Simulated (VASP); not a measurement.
# Nb (Fm-3m) in VASP: further runs, part 2 of 3

VASP 6.6.1. Earlier steps stand in the parts before.

### Step 4. Single point, RPBE

This run uses another cell than the first one, of 19.12 Å³/atom, 1.042 times its volume.

INCAR

```
  PREC = Accurate
  ENCUT = 520
  EDIFF = 1E-6
  ISMEAR = -1
  SIGMA = 0.1
  LREAL = False
  LASPH = True
  NELM = 80
  ALGO = Normal
  ISIF = 2
  LWAVE = False
  LCHARG = True
  GGA = RP
  LELF = True
  LVHAR = True
  NBANDS = 12
```

KPOINTS

```
regular mesh
0
Gamma
  21 21 21
```

POSCAR

```
Nb
1.0
    0.0000000000      2.1224182117      2.1224182117
    2.1224182117      0.0000000000      2.1224182117
    2.1224182117      2.1224182117      0.0000000000
Nb
1
Direct
    0.0000000000      0.0000000000      0.0000000000
```

Potentials or basis: VASP PAW PBE potentials, release 64 (Nb_sv).

The run is started by

```bash
cat potpaw_PBE.64/Nb_sv/POTCAR > POTCAR
mpirun -np 1 vasp_std > vasp.out
```

OUTCAR:

```text
PREC = Accurate
   ENCUT = 520
   EDIFF = 1E-6
   ISMEAR = -1
   LREAL = False
   LASPH = True
   NELM = 80
   ISIF = 2
   GGA = RP

 ion  position               nearest neighbor table
   1  0.000  0.000  0.000-

  LATTYP: Found a face centered cubic cell.
 ALAT       =     4.2448364234

  Lattice vectors:

 A1 = (   0.0000000000,   2.1224182117,   2.1224182117)
 A2 = (   2.1224182117,   0.0000000000,   2.1224182117)
 A3 = (   2.1224182117,   2.1224182117,   0.0000000000)

Analysis of symmetry for initial positions (statically):
=====================================================================
 Subroutine PRICEL returns:
 Original cell was already a primitive cell.

 Routine SETGRP: Setting up the symmetry group for a
 face centered cubic supercell.

 Subroutine GETGRP returns: Found 48 space group operations
 (whereof 48 operations were pure point group operations)
 out of a pool of 48 trial point group operations.

The static configuration has the point symmetry O_h .

Analysis of symmetry for dynamics (positions and initial velocities):
=====================================================================
 Subroutine PRICEL returns:
 Original cell was already a primitive cell.

 Routine SETGRP: Setting up the symmetry group for a
 face centered cubic supercell.

 Subroutine GETGRP returns: Found 48 space group operations
 (whereof 48 operations were pure point group operations)
 out of a pool of 48 trial point group operations.

The dynamic configuration has the point symmetry O_h .

 Subroutine INISYM returns: Found 48 space group operations
 (whereof 48 operations are pure point group operations),
 and found     1 'primitive' translations

----------------------------------------------------------------------------------------

                                     Primitive cell

  volume of cell :      19.1215

  direct lattice vectors                    reciprocal lattice vectors
     0.000000000  2.122418212  2.122418212    -0.235580338  0.235580338  0.235580338
     2.122418212  0.000000000  2.122418212     0.235580338 -0.235580338  0.235580338
     2.122418212  2.122418212  0.000000000     0.235580338  0.235580338 -0.235580338

  length of vectors
     3.001552620  3.001552620  3.001552620     0.408037115  0.408037115  0.408037115

  position of ions in fractional coordinates (direct lattice)
     0.000000000  0.000000000  0.000000000

  ion indices of the primitive-cell ions
   primitive index   ion index
                 1           1

----------------------------------------------------------------------------------------

 KPOINTS: regular mesh

Automatic generation of k-mesh.
 Grid dimensions read from file:
 generate k-points for:   21   21   21

 Generating k-lattice:

  Cartesian coordinates                     Fractional coordinates (reciprocal lattice)
    -0.011218111  0.011218111  0.011218111     0.047619048  0.000000000  0.000000000
     0.011218111 -0.011218111  0.011218111     0.000000000  0.047619048  0.000000000
     0.011218111  0.011218111 -0.011218111     0.000000000  0.000000000  0.047619048

  Length of vectors
     0.019430339  0.019430339  0.019430339

  Shift w.r.t. Gamma in fractional coordinates (k-lattice)
     0.000000000  0.000000000  0.000000000

 Subroutine IBZKPT returns following result:
 ===========================================

 Found    286 irreducible k-points:

 Following reciprocal coordinates:
            Coordinates               Weight
  0.000000  0.000000  0.000000      1.000000
  0.047619  0.000000  0.000000      8.000000
  0.095238  0.000000  0.000000      8.000000
  0.142857  0.000000  0.000000      8.000000
  0.190476  0.000000  0.000000      8.000000
  0.238095  0.000000  0.000000      8.000000
[... 16 lines left out ...]
 -0.428571  0.047619  0.000000     24.000000
 -0.380952  0.047619  0.000000     24.000000
 [... further k-points ...]
   k-points           NKPTS =    286   k-points in BZ     NKDIM =    286   number of bands    NBANDS=     12
   number of dos      NEDOS =    301   number of ions     NIONS =      1
   total plane-waves  NPLWV =  13824
   dimension x,y,z NGX =    24 NGY =   24 NGZ =   24
   dimension x,y,z NGXF=    48 NGYF=   48 NGZF=   48
   ions per type =               1
   NGX,Y,Z   is equivalent  to a cutoff of  13.29, 13.29, 13.29 a.u.
   NGXF,Y,Z  is equivalent  to a cutoff of  26.59, 26.59, 26.59 a.u.
 SYSTEM =  unknown system
   PREC   = accura    normal or accurate (medium, high low for compatibility)
   ISTART =      0    job   : 0-new  1-cont  2-samecut
   ICHARG =      2    charge: 1-file 2-atom 10-const
   ISPIN  =      1    spin polarized calculation?
   LNONCOLLINEAR =      F non collinear calculations
   LSORBIT =      F    spin-orbit coupling
   LASPH  =      T    aspherical Exc in radial PAW
   ENCUT  =  520.0 eV  38.22 Ry    6.18 a.u.   5.58  5.58  5.58*2*pi/ulx,y,z
   NELM   =     80;   NELMIN=  2; NELMDL= -5     # of ELM steps
   EDIFF  = 0.1E-05   stopping-criterion for ELM
   LREAL  =      F    real-space projection
   EDIFFG = 0.1E-04   stopping-criterion for IOM
   NSW    =      0    number of steps for IOM
   IBRION =     -1    ionic relax: 0-MD 1-quasi-New 2-CG
   NFREE  =      0    steps in history (QN), initial steepest desc. (CG)
   ISIF   =      2    stress and relaxation
   ISYM   =      2    0-nonsym 1-usesym 2-fastsym
   POTIM  = 0.5000    time-step for ionic-motion
   TEBEG  =    0.0;   TEEND  =   0.0 temperature during run
   PSTRESS=    0.0 pullay stress
   NELECT =      13.0000    total number of electrons
   NUPDOWN=      -1.0000    fix difference up-down
   EMIN   =  10.00;   EMAX   =-10.00  energy-range for DOS
   EFERMI =   0.00;   METHOD = LEGACY
   ISMEAR =    -1;   SIGMA  =   0.10  broadening in eV -4-tet -1-fermi 0-gaus
   EFERMI_NEDOS =   21; number of points for ismear=-14 and -15
   IALGO  =     38    algorithm
   IMIX   =      4    mixing-type and parameters
     AMIX     =   0.40;   BMIX     =  1.00
     AMIX_MAG =   1.60;   BMIX_MAG =  1.00
  volume/ion in A,a.u.               =      19.12       129.04
  Fermi-wavevector in a.u.,A,eV,Ry     =   1.439511  2.720281 28.193882  2.072192
  Thomas-Fermi vector in A             =   2.558358
   LORBIT       =      0    0 simple, 1 ext, 2 COOP (PROOUT), +10 PAW based schemes
   GGA     = RP    functional components
   LHFCALC =     F    Hartree Fock is set to
   AEXX    =    0.0000 exact exchange contribution
   IVDW    =     0    specifies the selected vdW correction
   LEPSILON=     F    determine dielectric tensor
   LRPA    =     F    only Hartree local field effects (RPA)
 non-spin polarized calculation
  energy-cutoff  :      520.00
  volume of cell :       19.12
 maximum number of plane-waves:       533
   NGX = 11   NGY = 11   NGZ = 11

 number of electron      13.0000000 magnetization

 Free energy of the ion-electron system (eV)
  ---------------------------------------------------
  ext. energy  EPLUGINS =         0.00000000
  ---------------------------------------------------
  free energy    TOTEN  =        -9.41361637 eV

  energy without entropy =       -9.36259399  energy(sigma->0) =       -9.38810518

 E-fermi :  10.7960     XC(G=0): -12.1289

 val. band max:       10.7927030637   @ k =   0.0476   0.0476   0.0000
 cond. band min:      10.7964961314   @ k =  -0.4762   0.0476   0.0000
 fundamental gap:      0.0037930677
 Fermi energy:        10.7960415460

 k-point     1 :       0.0000    0.0000    0.0000
  band No.  band energies     occupation
      1     -44.0506      2.00000
      2     -19.4733      2.00000
      3     -19.4733      2.00000
      4     -19.4733      2.00000
      5       4.6161      2.00000
      6      10.9057      0.50078
      7      10.9057      0.50077
      8      10.9057      0.50077
      9      13.4372      0.00000
     10      13.4372      0.00000
     11      22.5612      0.00000
     12      27.2838      0.00000
[... 331 lines left out ...]
 k-point    24 :      -0.3810    0.0476    0.0000
  band No.  band energies     occupation
      1     -43.8887      2.00000
      2     -20.4741      2.00000
      3     -19.6305      2.00000
      4     -19.5992      2.00000
      5       7.1084      2.00000
      6      10.7729      1.11536
      7      10.9081      0.49176
      8      11.2185      0.02883
      9      14.6023      0.00000
     10      15.2024      0.00000
     11      21.4603      0.00000
     12      23.5271      0.00000

 [... further k-points ...]

------------------------ aborting loop because EDIFF is reached ----------------------------------------

  FORCE on cell =-STRESS in cart. coord.  units (eV):
  Direction    XX          YY          ZZ          XY          YZ          ZX
  --------------------------------------------------------------------------------------
  -------------------------------------------------------------------------------------
  Total       -0.0512232     -0.0512232     -0.0512232     -0.0000000     -0.0000000      0.0000000
  in kB       -4.2919515     -4.2919515     -4.2919515     -0.0000000     -0.0000000      0.0000000
  external PRESSURE =      -4.2919515 kB  Pullay stress =       0.0000000 kB

 VOLUME and BASIS-vectors are now :
 -----------------------------------------------------------------------------
  energy-cutoff  :      520.00
  volume of cell :       19.12
      direct lattice vectors                 reciprocal lattice vectors
     0.000000000  2.122418212  2.122418212    -0.235580338  0.235580338  0.235580338
     2.122418212  0.000000000  2.122418212     0.235580338 -0.235580338  0.235580338
     2.122418212  2.122418212  0.000000000     0.235580338  0.235580338 -0.235580338

 POSITION                                       TOTAL-FORCE (eV/Angst)
 -----------------------------------------------------------------------------------
      0.00000      0.00000      0.00000        -0.000000      0.000000      0.000000
 -----------------------------------------------------------------------------------
    total drift:                                0.000000      0.000000     -0.000000

  FREE ENERGIE OF THE ION-ELECTRON SYSTEM (eV)
  ---------------------------------------------------
  free  energy   TOTEN  =        -9.4136163701 eV

  energy  without entropy=       -9.3625939873  energy(sigma->0) =       -9.38810518
```

stdout:

```text
POSCAR found type information on POSCAR Nb
 POSCAR found :  1 types and       1 ions
 scaLAPACK will be used
 -----------------------------------------------------------------------------
|                                                                             |
|                                                                             |
|     You enforced a specific xc type in the INCAR file but a different       |
|     I HOPE YOU KNOW WHAT YOU ARE DOING!                                     |
|                                                                             |
 -----------------------------------------------------------------------------

 LDA part: xc-table for (Slater+PW92), standard interpolation
 POSCAR, INCAR and KPOINTS ok, starting setup
 FFT: planning ... GRIDC
 FFT: planning ... GRID_SOFT
 FFT: planning ... GRID
 WAVECAR not read
 entering main loop
```

It took 35 s on 1 thread of Intel Xeon 6975P-C, shared host; peak memory 0.19 GiB.

What came out:

* Free energy: -9.4136 eV
* Pressure: -0.4 GPa

Caveat: the PAW data sets were made with another functional, which shifts forces and pressure a little.

### Step 5. Single point, RPBE (volume scaled by 1.04)

INCAR

```
ALGO = Normal
EDIFF = 1E-7
ENCUT = 520
GGA = RP
ISIF = 2
ISMEAR = -1
LASPH = True
LCHARG = False
LREAL = False
LWAVE = False
NBANDS = 12
NELM = 80
PREC = Accurate
SIGMA = 0.1
```

KPOINTS

```
k-points
0
Gamma
  21 21 21
```

POSCAR

```
Nb
1.0
    0.0000000000      2.1503479701      2.1503479701
    2.1503479701      0.0000000000      2.1503479701
    2.1503479701      2.1503479701      0.0000000000
Nb
1
Direct
    0.0000000000      0.0000000000      0.0000000000
```

The run is started by

```bash
cat potpaw_PBE.64/Nb_sv/POTCAR > POTCAR
mpirun -np 1 vasp_std > vasp.out
```

Wall time 34 s (1 thread of Intel Xeon 6975P-C, shared host); peak memory 0.19 GiB.

The run converged. Its results:

* Free energy: -9.3981 eV
* Pressure: -6.1 GPa

Levels at points of the mesh, in eV from the Fermi level:
| k point | band 2 | band 3 | band 4 | band 5 | band 6 | band 7 | band 8 | band 9 | band 10 | band 11 |
| --- | --- | --- | --- | --- | --- | --- | --- | --- | --- | --- |
| (0.00, 0.00, 0.00) | -30.39 | -30.39 | -30.39 | -6.08 | 0.13 | 0.13 | 0.13 | 2.52 | 2.52 | 11.71 |

Caveat: the cell differs from its parent crystal (volume scaled by 1.04); the PAW data sets were made with another functional, which shifts forces and pressure a little.

(Continued in part 3 of 3.)
